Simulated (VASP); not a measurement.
Here is a VASP 6.6.1 calculation.

Contents of INCAR:

```
SYSTEM = Sb
PREC = Accurate ; ENCUT = 400
EDIFF = 1E-6 ; ISMEAR = 0
SIGMA = 0.03 ; LREAL = .FALSE.
LASPH = .TRUE. ; NELM = 120
ALGO = Normal ; ISIF = 2
LWAVE = .FALSE. ; LCHARG = .FALSE.
LDIPOL = .TRUE. ; IDIPOL = 3
DIPOL = 0.5 0.5 0.500 ; GGA = PE
NBANDS = 22 ; GGA_COMPAT = .FALSE.
NELMDL = -8
```

The input KPOINTS:

```
Automatic mesh
0
G
  12 12 1
  0 0 0
```

The input POSCAR:

```
Sb
1.0
    4.0685005379      0.0000000000      0.0000000000
   -2.0342502689      3.5234248211      0.0000000000
    0.0000000000      0.0000000000     17.6499759836
Sb
2
Direct
    0.3333333333      0.6666666667      0.4532584071
    0.6666666667      0.3333333333      0.5467415929
```

Potentials or basis: VASP PAW PBE potentials, release 64 (Sb_d_GW).

The run is started by

```console
$ cat potpaw_PBE.64/Sb_d_GW/POTCAR > POTCAR
$ mpirun -np 1 vasp_std > vasp.out
```

Task: What does it give for the largest force?

Result: 0.034 eV/Å.

Task: Estimate the band gap on the k mesh.

Result: 1.18 eV (least direct gap 1.66 eV).

Forces in eV/Å, atoms in the order of the input:
```
Sb   0.000  0.000 -0.034
Sb   0.000  0.000  0.034
```

Caveat: spin-orbit coupling is left out, which moves the levels of the heavy elements.
